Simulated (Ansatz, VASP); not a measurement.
## Ba3AlP in VASP and in Ansatz

The input INCAR:

```
SYSTEM = Ba3AlP
PREC = Accurate ; ENCUT = 520
EDIFF = 1E-6 ; ISMEAR = 0
SIGMA = 0.1 ; LREAL = .False.
LASPH = .True. ; NELM = 80
ALGO = Normal ; ISIF = 2
LWAVE = .False. ; LCHARG = .False.
GGA = PE ; NBANDS = 27
```

The input KPOINTS:

```
Automatic mesh
0
Gamma
  6 6 6
  0 0 0
```

File POSCAR:

```
Ba3AlP
1.0
    6.1712287464      0.0000000000      0.0000000000
    0.0000000000      6.1712287464      0.0000000000
    0.0000000000      0.0000000000      6.1712287464
Ba Al P
3 1 1
Direct
    0.5000000000      0.5000000000      0.0000000000
    0.5000000000      0.0000000000      0.5000000000
    0.0000000000      0.5000000000      0.5000000000
    0.0000000000      0.0000000000      0.0000000000
    0.5000000000      0.5000000000      0.5000000000
```

Input for Ansatz:

```yaml
crystal:
  lattice:
    - [6.1712287464, 0.0, 0.0]
    - [0.0, 6.1712287464, 0.0]
    - [0.0, 0.0, 6.1712287464]
  atoms:
    - { symbol: Ba, position: [0.5, 0.5, 0.0] }
    - { symbol: Ba, position: [0.5, 0.0, 0.5] }
    - { symbol: Ba, position: [0.0, 0.5, 0.5] }
    - { symbol: Al, position: [0.0, 0.0, 0.0] }
    - { symbol: P, position: [0.5, 0.5, 0.5] }
basis:
  ecutwfc: 420
kpoints:
  mp_grid: { grid: [6, 6, 6] }
  band_path:
    path:
      - [[0.0, 0.0, 0.0], [0.0, 0.5, 0.0], [0.5, 0.5, 0.0], [0.0, 0.0, 0.0], [0.5, 0.5, 0.5], [0.0, 0.5, 0.0]]
      - [[0.5, 0.5, 0.5], [0.5, 0.5, 0.0]]
    npoints: 14
hamiltonian:
  xc: pbe
scf:
  occupations: { method: gaussian, width: 0.1 }
  n_extra_bands: 12
output:
  forces: true
  stress: true
  eigenvalues: true
  populations: true
  dos: { projected: true, de: 0.02, nscf_kmesh: { grid: [8, 8, 8] } }
  bader: true
  write_density: true
  write_potential: true
  elf: true
  volumetric_format: npy
```

Alike in both runs: task single point; functional PBE; k mesh 6 × 6 × 6; occupations gaussian, width 0.1 eV; no spin polarisation.

|  | VASP | Ansatz |
| --- | --- | --- |
| version | VASP 6.6.1 | Ansatz 0.2.0 |
| potentials or method | VASP PAW PBE potentials, release 64 (Ba_sv, Al, P), cutoff 520 eV | scalar-relativistic, plane waves, PAW |
| valence electrons in the cell | 38 | 38 |

|  | VASP | Ansatz | Ansatz less VASP |
| --- | --- | --- | --- |
| gap on the k mesh at the Fermi level (eV) | none | none | - |
| pressure (GPa) | 0.3 | 0.0 | -0.34 |

A gap of «none» marks a metal or a gap that the smearing closes. The functional is the same, so the differences come from potentials, cutoffs and numerics.

Neither program's run includes spin-orbit coupling.
